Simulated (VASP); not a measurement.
# Si62Ge (a cell with a defect) in VASP: single point with PBEsol

Aim: the single point of Si62Ge (a cell with a defect) with PBEsol.

Program: VASP 6.6.1. These are calculated values, not measurements. Logs are shortened: lines on timing, memory, paths and dates and some standing lists are left out, and cuts for length are marked.

## 1. The cell of the first run

The cell holds a defect, 63 atoms: a = 10.860 Å, b = 10.860 Å, c = 10.860 Å, α = 90.00°, β = 90.00°, γ = 90.00°.

## 2. Single point, PBEsol

INCAR

```
  PREC = Accurate
  ENCUT = 520
  EDIFF = 1E-6
  ISMEAR = -1
  SIGMA = 0.05
  LREAL = Auto
  LASPH = T
  NELM = 60
  ALGO = Normal
  ISIF = 2
  LWAVE = F
  LCHARG = F
  GGA = PS
  NELECT = 264.0
  NBANDS = 168
```

KPOINTS

```
regular mesh
0
Gamma
  1 1 1
```

POSCAR

```
Si62Ge
1.0
   10.8600000000      0.0000000000      0.0000000000
    0.0000000000     10.8600000000      0.0000000000
    0.0000000000      0.0000000000     10.8600000000
Si Ge
62 1
Direct
    0.5103400552     -0.0026603131      0.0100027624
    0.7528396869      0.2400052486      0.0098972376
    0.8752592081      0.3751966851      0.1248906998
    0.8651847145      0.1283321363      0.3648779926
    0.0000125230      0.0006407919     -0.0006666667
    0.1253013812      0.1250874770      0.1248353591
    0.2530048803      0.2486151013      0.0013012891
    0.3813075506      0.3689290055      0.1281820442
    0.5016300184      0.4972325967      0.0013102210
    0.6251466851      0.6249352670      0.1248426335
    0.7495783610      0.7502283610     -0.0006807551
    0.8648856354      0.8853424494      0.1214519337
    0.2497622468      0.0002739411      0.2496477901
    0.3750639042      0.1250095764      0.3749726519
    0.5100268877      0.2401878453      0.2524494475
    0.6252127993      0.3751632597      0.3749424494
    0.7499626151      0.5004734807      0.2496503683
    0.8734218232      0.6284456722      0.3731113260
    0.4996811234      0.0006397790      0.4996708103
    0.6251310313      0.1250964088      0.6250011050
    0.7495822284      0.2505528545      0.4996601289
    0.8757211786      0.3760352670      0.6249247698
    0.7499468692      0.0002805709      0.7494545120
    0.8753039595      0.1249964088      0.8747437385
    0.0008579190      0.5007011050     -0.0009922652
    0.1240171271      0.6262289134      0.1257661142
    0.2494985267      0.7494136280     -0.0010262431
    0.3750262431      0.8749591160      0.1248933702
   -0.0000509208      0.2505777164      0.2492627993
    0.1252601289      0.3759626151      0.3754740331
    0.2510179558      0.4992309392      0.2489670350
    0.3742936464      0.6249410681      0.3755244936
    0.4996247698      0.7502642726      0.2492607735
    0.6218486188      0.8851465930      0.3647539595
   -0.0062488950      0.0039199816      0.4934306630
    0.1241788214      0.1242372928      0.6239095764
    0.2495237569      0.2509364641      0.5005000000
    0.3760752302      0.3741568140      0.6271200737
    0.4993400552      0.5006880295      0.5005273481
    0.6260246777      0.6261284530      0.6238441068
    0.7463005525      0.7565906998      0.4933334254
    0.8733896869      0.8768449355      0.6214792818
    0.2511825046      0.0010362799      0.7509045120
    0.3815794659      0.1217103131      0.8812724678
    0.5015844383      0.2486422652      0.7526980663
    0.6285091160      0.3687523941      0.8811674954
    0.7492259669      0.4991313076      0.7508443831
    0.8758412523      0.6249204420      0.8739841621
   -0.0065335175      0.7567594843      0.2459693370
    0.1217887661      0.8768138122      0.3730916206
   -0.0010644567      0.5028809392      0.4986081031
    0.1251648250      0.6250769797      0.6248782689
    0.2473501842      0.7513117864      0.4985974217
    0.3741985267      0.8745058011      0.6249372928
    0.0007402394      0.2510072744      0.7491744936
    0.1274388582      0.3741168508      0.8757764273
    0.2499595764      0.5002836096      0.7496660221
    0.3761132597      0.6227922652      0.8758021179
    0.4992119705      0.7494710866      0.7491623389
    0.6252229282      0.8749151934      0.8747167587
   -0.0011162983      0.7513373849      0.7470411602
    0.1252960405      0.8744255064      0.8739395028
    0.6877567219      0.0623992634      0.1872490792
```

Potentials or basis: VASP PAW PBE potentials, release 64 (Si, Ge_d).

Command:

```
$ cat potpaw_PBE.64/Si/POTCAR potpaw_PBE.64/Ge_d/POTCAR > POTCAR
$ mpirun -np 1 vasp_gam > vasp.out
```

OUTCAR:

```text
PREC = Accurate
   ENCUT = 520
   EDIFF = 1E-6
   ISMEAR = -1
   LREAL = Auto
   LASPH = T
   NELM = 60
   ISIF = 2
   GGA = PS
   NELECT = 264.0

 ion  position               nearest neighbor table
   1  0.510  0.997  0.010-  28 2.34  60 2.34  44 2.39  63 2.81
   2  0.753  0.240  0.010-   3 2.34  24 2.34  46 2.39  63 2.82
   3  0.875  0.375  0.125-   2 2.34  29 2.34  17 2.35  25 2.36
   4  0.865  0.128  0.365-  21 2.34  29 2.34  35 2.39  63 2.82
   5  0.000  0.001  0.999-  12 2.34  24 2.34   6 2.35  62 2.36
   6  0.125  0.125  0.125-  13 2.35   7 2.35   5 2.35  29 2.35
[... 54 lines left out ...]
  61  0.999  0.751  0.747-  52 2.35  62 2.36  48 2.36  42 2.36
  62  0.125  0.874  0.874-  27 2.35  43 2.35  61 2.36   5 2.36
  63  0.688  0.062  0.187-  12 2.81   1 2.81   2 2.82  34 2.82   4 2.82  15 2.82

  LATTYP: Found a simple cubic cell.
 ALAT       =    10.8600000000

  Lattice vectors:

 A1 = (  10.8600000000,   0.0000000000,   0.0000000000)
 A2 = (   0.0000000000,  10.8600000000,   0.0000000000)
 A3 = (   0.0000000000,   0.0000000000,  10.8600000000)

Analysis of symmetry for initial positions (statically):
=====================================================================
 Subroutine PRICEL returns:
 Original cell was already a primitive cell.

 Routine SETGRP: Setting up the symmetry group for a
 simple cubic supercell.

 Subroutine GETGRP returns: Found  1 space group operations
 (whereof  1 operations were pure point group operations)
 out of a pool of 48 trial point group operations.

The static configuration has the point symmetry C_1 .

Analysis of symmetry for dynamics (positions and initial velocities):
=====================================================================
 Subroutine PRICEL returns:
 Original cell was already a primitive cell.

 Routine SETGRP: Setting up the symmetry group for a
 simple cubic supercell.

 Subroutine GETGRP returns: Found  1 space group operations
 (whereof  1 operations were pure point group operations)
 out of a pool of 48 trial point group operations.

The dynamic configuration has the point symmetry C_1 .

 Subroutine INISYM returns: Found  1 space group operations
 (whereof  1 operations are pure point group operations),
 and found     1 'primitive' translations

----------------------------------------------------------------------------------------

                                     Primitive cell

  volume of cell :    1280.8241

  direct lattice vectors                    reciprocal lattice vectors
    10.860000000  0.000000000  0.000000000     0.092081031  0.000000000  0.000000000
     0.000000000 10.860000000  0.000000000     0.000000000  0.092081031  0.000000000
     0.000000000  0.000000000 10.860000000     0.000000000  0.000000000  0.092081031

  length of vectors
    10.860000000 10.860000000 10.860000000     0.092081031  0.092081031  0.092081031

  position of ions in fractional coordinates (direct lattice)
     0.510340055  0.997339687  0.010002762
     0.752839687  0.240005249  0.009897238
     0.875259208  0.375196685  0.124890700
     0.865184715  0.128332136  0.364877993
     0.000012523  0.000640792  0.999333333
     0.125301381  0.125087477  0.124835359
[... 55 lines left out ...]
     0.125296040  0.874425506  0.873939503
     0.687756722  0.062399263  0.187249079

  ion indices of the primitive-cell ions
   primitive index   ion index
                 1           1
                 2           2
                 3           3
                 4           4
                 5           5
                 6           6
[... 55 lines left out ...]
                62          62
                63          63

----------------------------------------------------------------------------------------

 KPOINTS: regular mesh

Automatic generation of k-mesh.
 Grid dimensions read from file:
 generate k-points for:    1    1    1

 Generating k-lattice:

  Cartesian coordinates                     Fractional coordinates (reciprocal lattice)
     0.092081031  0.000000000  0.000000000     1.000000000  0.000000000  0.000000000
     0.000000000  0.092081031  0.000000000     0.000000000  1.000000000  0.000000000
     0.000000000  0.000000000  0.092081031     0.000000000  0.000000000  1.000000000

  Length of vectors
     0.092081031  0.092081031  0.092081031

  Shift w.r.t. Gamma in fractional coordinates (k-lattice)
     0.000000000  0.000000000  0.000000000

 Subroutine IBZKPT returns following result:
 ===========================================

 Found      1 irreducible k-points:

 Following reciprocal coordinates:
            Coordinates               Weight
  0.000000  0.000000  0.000000      1.000000
   k-points           NKPTS =      1   k-points in BZ     NKDIM =      1   number of bands    NBANDS=    168
   number of dos      NEDOS =    301   number of ions     NIONS =     63
   total plane-waves  NPLWV = 592704
   dimension x,y,z NGX =    84 NGY =   84 NGZ =   84
   dimension x,y,z NGXF=   168 NGYF=  168 NGZF=  168
   ions per type =              62   1
   NGX,Y,Z   is equivalent  to a cutoff of  12.86, 12.86, 12.86 a.u.
   NGXF,Y,Z  is equivalent  to a cutoff of  25.72, 25.72, 25.72 a.u.
 SYSTEM =  unknown system
   PREC   = accura    normal or accurate (medium, high low for compatibility)
   ISTART =      0    job   : 0-new  1-cont  2-samecut
   ICHARG =      2    charge: 1-file 2-atom 10-const
   ISPIN  =      1    spin polarized calculation?
   LNONCOLLINEAR =      F non collinear calculations
   LSORBIT =      F    spin-orbit coupling
   LASPH  =      T    aspherical Exc in radial PAW
   ENCUT  =  520.0 eV  38.22 Ry    6.18 a.u.  20.19 20.19 20.19*2*pi/ulx,y,z
   NELM   =     60;   NELMIN=  2; NELMDL= -5     # of ELM steps
   EDIFF  = 0.1E-05   stopping-criterion for ELM
   LREAL  =      T    real-space projection
   EDIFFG = 0.1E-04   stopping-criterion for IOM
   NSW    =      0    number of steps for IOM
   IBRION =     -1    ionic relax: 0-MD 1-quasi-New 2-CG
   NFREE  =      0    steps in history (QN), initial steepest desc. (CG)
   ISIF   =      2    stress and relaxation
   ISYM   =      2    0-nonsym 1-usesym 2-fastsym
   POTIM  = 0.5000    time-step for ionic-motion
   TEBEG  =    0.0;   TEEND  =   0.0 temperature during run
   PSTRESS=    0.0 pullay stress
   NELECT =     264.0000    total number of electrons
   NUPDOWN=      -1.0000    fix difference up-down
   EMIN   =  10.00;   EMAX   =-10.00  energy-range for DOS
   EFERMI =   0.00;   METHOD = LEGACY
   ISMEAR =    -1;   SIGMA  =   0.05  broadening in eV -4-tet -1-fermi 0-gaus
   EFERMI_NEDOS =   21; number of points for ismear=-14 and -15
   IALGO  =     38    algorithm
   IMIX   =      4    mixing-type and parameters
     AMIX     =   0.40;   BMIX     =  1.00
     AMIX_MAG =   1.60;   BMIX_MAG =  1.00
  volume/ion in A,a.u.               =      20.33       137.20
  Fermi-wavevector in a.u.,A,eV,Ry     =   0.967044  1.827449 12.723821  0.935174
  Thomas-Fermi vector in A             =   2.096897
   LORBIT       =      0    0 simple, 1 ext, 2 COOP (PROOUT), +10 PAW based schemes
   GGA     = PS    functional components
   LHFCALC =     F    Hartree Fock is set to
   AEXX    =    0.0000 exact exchange contribution
   IVDW    =     0    specifies the selected vdW correction
   LEPSILON=     F    determine dielectric tensor
   LRPA    =     F    only Hartree local field effects (RPA)
 non-spin polarized calculation
  energy-cutoff  :      520.00
  volume of cell :     1280.82
 maximum number of plane-waves:     17229
 NGX is ok and might be reduce to    84
   NGX = 41   NGY = 41   NGZ = 41

 number of electron     263.9999958 magnetization

 Free energy of the ion-electron system (eV)
  ---------------------------------------------------
  ext. energy  EPLUGINS =         0.00000000
  ---------------------------------------------------
  free energy    TOTEN  =      -339.14206794 eV

  energy without entropy =     -338.81402597  energy(sigma->0) =     -338.97804695

 E-fermi :   6.1379     XC(G=0):  -9.5499

 val. band max:        6.0865497194   @ k =   0.0000   0.0000   0.0000
 cond. band min:       6.1641399495   @ k =   0.0000   0.0000   0.0000
 fundamental gap:      0.0775902301
 Fermi energy:         6.1378547740

 k-point     1 :       0.0000    0.0000    0.0000
  band No.  band energies     occupation
      1     -18.3065      2.00000
      2     -18.3035      2.00000
      3     -18.3035      2.00000
      4     -18.2705      2.00000
      5     -18.2705      2.00000
      6      -6.2872      2.00000
[... 136 lines left out ...]
    143       6.7528      0.00001
    144       6.7528      0.00001
 [bands above 144 left out]

------------------------ aborting loop because EDIFF is reached ----------------------------------------

  FORCE on cell =-STRESS in cart. coord.  units (eV):
  Direction    XX          YY          ZZ          XY          YZ          ZX
  --------------------------------------------------------------------------------------
  -------------------------------------------------------------------------------------
  Total       15.1872679     15.1878002     15.1935228      2.9737582      2.9849084     -2.9751791
  in kB       18.9976884     18.9983543     19.0055126      3.7198614      3.7338092     -3.7216388
  external PRESSURE =      19.0005184 kB  Pullay stress =       0.0000000 kB

 VOLUME and BASIS-vectors are now :
 -----------------------------------------------------------------------------
  energy-cutoff  :      520.00
  volume of cell :     1280.82
      direct lattice vectors                 reciprocal lattice vectors
    10.860000000  0.000000000  0.000000000     0.092081031  0.000000000  0.000000000
     0.000000000 10.860000000  0.000000000     0.000000000  0.092081031  0.000000000
     0.000000000  0.000000000 10.860000000     0.000000000  0.000000000  0.092081031

 POSITION                                       TOTAL-FORCE (eV/Angst)
 -----------------------------------------------------------------------------------
      5.54229     10.83111      0.10863         0.010997      0.005316      0.010975
      8.17584      2.60646      0.10748        -0.005654     -0.010569      0.010201
      9.50531      4.07464      1.35631        -0.001400      0.010519      0.001063
      9.39591      1.39369      3.96257        -0.010957     -0.012457     -0.012186
      0.00014      0.00696     10.85276         0.012038      0.001011     -0.002433
      1.36077      1.35845      1.35571        -0.006695      0.000460     -0.000380
[... 55 lines left out ...]
      1.36071      9.49626      9.49098        -0.002582      0.001855     -0.002105
      7.46904      0.67766      2.03353        -0.000245     -0.000726     -0.001233
 -----------------------------------------------------------------------------------
    total drift:                               -0.006871      0.010405     -0.008420

  FREE ENERGIE OF THE ION-ELECTRON SYSTEM (eV)
  ---------------------------------------------------
  free  energy   TOTEN  =      -339.1420679369 eV

  energy  without entropy=     -338.8140259715  energy(sigma->0) =     -338.97804695
```

It took 7.6 min on 1 thread of Intel Xeon Platinum 8259CL at 2.50GHz (Skylake/Cascade Lake), shared host; peak memory 0.94 GiB.

What came out:

* Free energy: -339.1421 eV
* Largest force: 0.023 eV/Å

Forces on the atoms (eV/Å):
```
Si   0.011  0.005  0.011
Si  -0.006 -0.011  0.010
Si  -0.001  0.011  0.001
Si  -0.011 -0.012 -0.012
Si   0.012  0.001 -0.002
Si  -0.007  0.000  0.000
Si   0.005 -0.007  0.007
Si  -0.011  0.011 -0.008
Si   0.007 -0.006  0.007
Si  -0.003  0.004 -0.001
Si  -0.001 -0.011 -0.004
Si  -0.014  0.015  0.010
Si   0.002  0.000 -0.002
Si  -0.012 -0.001  0.002
Si   0.008 -0.008 -0.008
Si  -0.001  0.010  0.002
Si   0.002 -0.001  0.001
Si  -0.004  0.001 -0.005
Si  -0.002  0.002  0.011
Si  -0.003  0.001 -0.004
Si  -0.001  0.003  0.011
Si  -0.003  0.003 -0.005
Si   0.002 -0.001  0.001
Si  -0.001 -0.001 -0.010
Si   0.000 -0.007  0.005
Si  -0.006  0.006 -0.007
Si   0.006  0.000  0.004
Si  -0.013 -0.001  0.001
Si   0.012  0.002 -0.003
Si  -0.003  0.003 -0.003
Si   0.005 -0.005  0.008
Si   0.000  0.004 -0.004
Si  -0.003 -0.011 -0.003
Si   0.012  0.012 -0.012
Si   0.012 -0.011  0.012
Si  -0.006  0.007 -0.007
Si   0.006 -0.004  0.000
Si  -0.001  0.001  0.001
Si   0.004 -0.006  0.001
Si  -0.007  0.006 -0.006
Si   0.010 -0.011  0.011
Si  -0.005  0.006  0.000
Si   0.004 -0.009  0.004
Si  -0.008  0.009 -0.009
Si   0.007 -0.006  0.004
Si  -0.007  0.009 -0.010
Si   0.008 -0.006  0.006
Si  -0.002  0.003 -0.002
Si   0.010 -0.010  0.011
Si   0.000  0.005 -0.006
Si   0.001  0.001  0.001
Si  -0.002 -0.001  0.001
Si  -0.001 -0.001  0.001
Si  -0.002  0.004 -0.005
Si  -0.001 -0.004  0.006
Si   0.001  0.000  0.000
Si  -0.001  0.003 -0.004
Si   0.000 -0.001 -0.001
Si   0.003  0.001  0.005
Si  -0.001 -0.001 -0.009
Si   0.000  0.000 -0.002
Si  -0.003  0.002 -0.002
Ge   0.000 -0.001 -0.001
```

Levels at points of the mesh, in eV from the Fermi level:
```
           k point  band 128  band 129  band 130  band 131  band 132  band 133  band 134  band 135
(0.00, 0.00, 0.00)     -0.93     -0.93     -0.77     -0.05      0.03      0.03      0.06      0.06
```

Caveat: the k points lie up to 0.58 Å⁻¹ apart; the cell carries a net charge on a neutralising background, which shifts energy and pressure; the cell is charged against a uniform background, so pressure and absolute levels hang on convention; the PAW data sets were made with another functional, which shifts forces and pressure a little.
